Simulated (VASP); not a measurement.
# C in VASP: notebook, part 2 of 2

VASP 6.6.1.

**5. Single point, LDA**

Input file INCAR:

```
  PREC = Accurate
  ENCUT = 600
  EDIFF = 1E-6
  ISMEAR = -1
  SIGMA = 0.1
  LREAL = False
  LASPH = True
  NELM = 120
  ALGO = Normal
  ISIF = 2
  LWAVE = False
  LCHARG = True
  LELF = True
  LVHAR = True
  NBANDS = 11
  GGA_COMPAT = False
```

Input file KPOINTS:

```
regular mesh
0
Gamma
  14 14 3
```

Input file POSCAR:

```
C
1.0
    2.4561700000      0.0000000000      0.0000000000
   -1.2280900000      2.1271100000      0.0000000000
    0.0000000000      0.0000000000      8.5238000000
C
2
Direct
    0.3333333333      0.6666666667      0.0000000000
    0.6666666667      0.3333333333      0.0029329642
```

Potentials or basis: VASP PAW LDA potentials, release 64 (C).

Run with:

```bash
$ cat potpaw_LDA.64/C/POTCAR > POTCAR
$ mpirun -np 1 vasp_std > vasp.out
```

OUTCAR:

```text
PREC = Accurate
   ENCUT = 600
   EDIFF = 1E-6
   ISMEAR = -1
   LREAL = False
   LASPH = True
   NELM = 120
   ISIF = 2

 ion  position               nearest neighbor table
   1  0.333  0.667  0.000-   2 1.42   2 1.42   2 1.42
   2  0.667  0.333  0.003-   1 1.42   1 1.42   1 1.42

  LATTYP: Found a hexagonal cell.
 ALAT       =     2.4561700000
 C/A-ratio  =     3.4703623935

  Lattice vectors:

 A1 = (   2.4561700000,   0.0000000000,   0.0000000000)
[... 521 lines left out ...]
 [... further k-points ...]

------------------------ aborting loop because EDIFF is reached ----------------------------------------

  FORCE on cell =-STRESS in cart. coord.  units (eV):
  Direction    XX          YY          ZZ          XY          YZ          ZX
  --------------------------------------------------------------------------------------
  -------------------------------------------------------------------------------------
  Total       -0.5804786     -0.5804810     -0.0537241      0.0000014     -0.0000000      0.0000000
  in kB      -20.8840726    -20.8841586     -1.9328494      0.0000491     -0.0000000      0.0000000
  external PRESSURE =     -14.5670269 kB  Pullay stress =       0.0000000 kB

 VOLUME and BASIS-vectors are now :
 -----------------------------------------------------------------------------
  energy-cutoff  :      600.00
  volume of cell :       44.53
      direct lattice vectors                 reciprocal lattice vectors
     2.456170000  0.000000000  0.000000000     0.407137942  0.235061673  0.000000000
    -1.228090000  2.127110000  0.000000000     0.000000000  0.470121432  0.000000000
     0.000000000  0.000000000  8.523800000     0.000000000  0.000000000  0.117318567

 POSITION                                       TOTAL-FORCE (eV/Angst)
 -----------------------------------------------------------------------------------
     -0.00000      1.41807      0.00000         0.000000      0.000000      0.443856
      1.22808      0.70904      0.02500        -0.000000      0.000000     -0.443856
 -----------------------------------------------------------------------------------
    total drift:                                0.000000      0.000000     -0.000001

  FREE ENERGIE OF THE ION-ELECTRON SYSTEM (eV)
  ---------------------------------------------------
  free  energy   TOTEN  =       -20.1757757728 eV

  energy  without entropy=      -20.1755799503  energy(sigma->0) =      -20.17567786
```

OSZICAR:

```text
N       E                     dE             d eps       ncg     rms          rms(c)
DAV:   1     0.233143963953E+02    0.23314E+02   -0.39671E+03  1408   0.655E+02
DAV:   2    -0.195282787342E+02   -0.42843E+02   -0.40315E+02  1884   0.133E+02
DAV:   3    -0.216420365490E+02   -0.21138E+01   -0.21049E+01  1778   0.284E+01
DAV:   4    -0.216635036196E+02   -0.21467E-01   -0.21460E-01  1881   0.368E+00
DAV:   5    -0.216636714935E+02   -0.16787E-03   -0.16787E-03  1800   0.293E-01    0.655E+00
DAV:   6    -0.205796586378E+02    0.10840E+01   -0.92353E-01  1586   0.545E+00    0.373E+00
DAV:   7    -0.201836222676E+02    0.39604E+00   -0.11529E+00  1696   0.608E+00    0.959E-01
DAV:   8    -0.201756124529E+02    0.80098E-02   -0.33717E-02  1724   0.108E+00    0.196E-01
DAV:   9    -0.201748229959E+02    0.78946E-03   -0.60899E-04  1739   0.158E-01    0.146E-01
DAV:  10    -0.201743960207E+02    0.42698E-03   -0.51068E-03  1568   0.299E-01    0.128E-01
DAV:  11    -0.201749321334E+02   -0.53611E-03   -0.16371E-04  1602   0.721E-02    0.427E-02
DAV:  12    -0.201757010375E+02   -0.76890E-03   -0.22748E-04  1535   0.760E-02    0.254E-02
DAV:  13    -0.201757406386E+02   -0.39601E-04   -0.36252E-06  1605   0.113E-02    0.721E-03
DAV:  14    -0.201757753941E+02   -0.34756E-04   -0.25842E-06  1484   0.591E-03    0.224E-03
DAV:  15    -0.201757757728E+02   -0.37865E-06   -0.47137E-08  1678   0.136E-03
   1 F= -.20175776E+02 E0= -.20175678E+02  d E =-.195823E-03
```

It took 53 s on 1 thread of Intel Xeon 8259CL, shared host; peak memory 0.16 GiB.

What came out:

```yaml
Free_energy: -20.1758 eV
Largest_force: 0.444 eV/Å
```

Forces in eV/Å, atoms in the order of the input:
```
C    0.000  0.000  0.444
C    0.000  0.000 -0.444
```

**6. Single point, LDA**

Input file INCAR:

```
ALGO     = Normal         # electronic algorithm
EDIFF    = 1E-6           # SCF threshold, eV
ENCUT    = 600            # plane-wave cutoff, eV
GGA_COMPAT= False        
ISIF     = 2              # what is computed and relaxed
ISMEAR   = -1             # smearing method
LASPH    = True           # aspherical terms in the spheres
LCHARG   = False          # write CHGCAR
LREAL    = False          # projectors in reciprocal space
LWAVE    = False          # write WAVECAR
NBANDS   = 11             # bands
NELM     = 120            # most SCF steps
PREC     = Accurate       # precision mode
SIGMA    = 0.1            # smearing width, eV
```

Input file KPOINTS:

```
k-points
0
Gamma
  14 14 3
```

Changes to POSCAR since step 5:

```diff
@@ -9,2 +9,2 @@
     0.3333333333      0.6666666667      0.0000000000
-    0.6666666667      0.3333333333      0.0029329642
+    0.6666666667      0.3333333333      0.0058659283
```

Potentials or basis: VASP PAW LDA potentials, release 64 (C).

Run with:

```bash
$ cat potpaw_LDA.64/C/POTCAR > POTCAR
$ mpirun -np 1 vasp_std > vasp.out
```

Wall time 50 s (1 thread of Intel Xeon 8259CL, shared host); peak memory 0.15 GiB.

Results (log left out):

- Free energy: -20.1591 eV
- Largest force: 0.888 eV/Å

Forces on the atoms (eV/Å):
```
C    0.000  0.000  0.888
C    0.000  0.000 -0.888
```

**7. The runs side by side**

```tsv
cell	largest force (eV/Å)
as given, atomic positions A	-
as given, atomic positions B	0.89
as given, atomic positions C	0.44
as given, atomic positions D	0.44
as given, atomic positions E	0.89
```

Alike in all rows: task single point; level LDA; potentials or basis VASP PAW LDA potentials, release 64 (C); no spin polarisation; k mesh 14 × 14 × 3; cutoff (eV) 600; smearing fermi-dirac 0.1 eV.

Total energies depend on the potentials used, so only differences within one code and one set of settings carry meaning.
